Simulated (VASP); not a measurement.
ScGa3Te, 5 atoms in the cell. It takes space group Pm-3m (No. 221, cubic). Conventional cell: a = 4.721 Å, b = 4.721 Å, c = 4.721 Å, α = 90.00°, β = 90.00°, γ = 90.00°. Sc (site symmetry m-3m) has 6 Ga at 2.36 Å within 3.1 Å. Ga (site symmetry 4/mmm) has 2 Sc at 2.36 Å within 3.1 Å. Within 4.4 Å of Te (site symmetry m-3m) lie 12 Ga at 3.34 Å and 8 Sc at 4.09 Å. 

```yaml
Program: VASP 6.6.1
Task: single point
Functional: PBE
Potentials_or_basis: VASP PAW PBE potentials, release 64 (Sc_sv, Ga_d, Te)
Cutoff: 520 eV
k_mesh: 4 × 4 × 4
Occupations: gaussian, width 0.1 eV
Spin: no spin polarisation
Dipole_correction: no
Further_INCAR_settings: ALGO = Fast; EDIFF = 1e-06; NBANDS = 36
```

Potentials or basis: VASP PAW PBE potentials, release 64 (Sc_sv, Ga_d, Te).

Launch:

```bash
$ cat potpaw_PBE.64/Sc_sv/POTCAR potpaw_PBE.64/Ga_d/POTCAR potpaw_PBE.64/Te/POTCAR > POTCAR
$ mpirun -np 1 vasp_std > vasp.out
```

Hardware: 1 thread of Intel(R) Xeon(R) Platinum 8488C (Sapphire Rapids) (shared host).

Q: Estimate the wall time of this run.

A: It took 37 s on 1 thread of Intel(R) Xeon(R) Platinum 8488C (Sapphire Rapids), on a shared host, peak memory 0.21 GiB. Counts: scf iterations 17, k points 10.
